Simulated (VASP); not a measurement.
Wanted: the native input for a VASP 6.6.1 run.

| Quantity | Value |
| --- | --- |
| Task | single point |
| Functional | LDA |
| Potentials or basis | VASP PAW LDA potentials, release 64 (Cr_pv, O) |
| Cutoff | 520 eV |
| k mesh | 5 × 5 × 7 |
| Occupations | fermi-dirac, width 0.1 eV |
| Spin | collinear spin, ferromagnetic start |
| Starting moments | [3.0, 3.0, 0.0, 0.0, 0.0, 0.0] μB |
| Hubbard terms | Cr d U = 6.0 eV |
| Dipole correction | no |
| Further INCAR settings | ALGO = Normal; EDIFF = 1e-06; NBANDS = 37 |

The structure of CrO2 lies in POSCAR:

```
CrO2
1.0
    4.4713430000      0.0000000000      0.0000000000
    0.0000000000      4.4713430000      0.0000000000
    0.0000000000      0.0000000000      2.9951760000
Cr O
2 4
Direct
    0.0000000000      0.5000000000      0.2384510000
    0.5000000000      0.0000000000      0.7615490000
    0.7017070000      0.2017070000      0.2536240000
    0.2982930000      0.7982930000      0.2536240000
    0.2017070000      0.2982930000      0.7463760000
    0.7982930000      0.7017070000      0.7463760000
```

One way to write it, as run:

INCAR

```
PREC = Accurate ; ENCUT = 520
EDIFF = 1E-6 ; ISMEAR = -1
SIGMA = 0.1 ; LREAL = False
LASPH = True ; NELM = 150
ALGO = Normal ; ISIF = 2
LWAVE = False ; LCHARG = False
ISPIN = 2 ; MAGMOM = 3 3 0 0 0 0
LORBIT = 11 ; LMAXMIX = 4
LDAU = True ; LDAUTYPE = 2
LDAUL = 2 -1 ; LDAUU = 6 0
LDAUJ = 0 0 ; LDAUPRINT = 1
GGA = CA ; NBANDS = 37
```

KPOINTS

```
regular mesh
0
Gamma
  5 5 7
```

Potentials or basis: VASP PAW LDA potentials, release 64 (Cr_pv, O).

Run with:

```bash
$ cat potpaw_LDA.64/Cr_pv/POTCAR potpaw_LDA.64/O/POTCAR > POTCAR
$ mpirun -np 1 vasp_std > vasp.out
```

It gave:

- Pressure: -10.4 GPa
- Largest force: 0.361 eV/Å
- Band gap on the k mesh: zero (filled and empty bands overlap)
- Net moment: 4.00 μB per cell
- Site moments: Cr +2.53; O -0.25 μB
- Valence electrons inside the program's atomic spheres: Cr 10.70; O 4.99

Caveat: the cell stands under tension; the run started ferromagnetic, and an antiferromagnetic order may lie lower in energy.

Wall time 110 s on 1 thread of Intel(R) Xeon(R) Platinum 8259CL CPU @ 2.50GHz (Skylake/Cascade Lake), with other jobs on the host, peak memory 0.2 GiB.
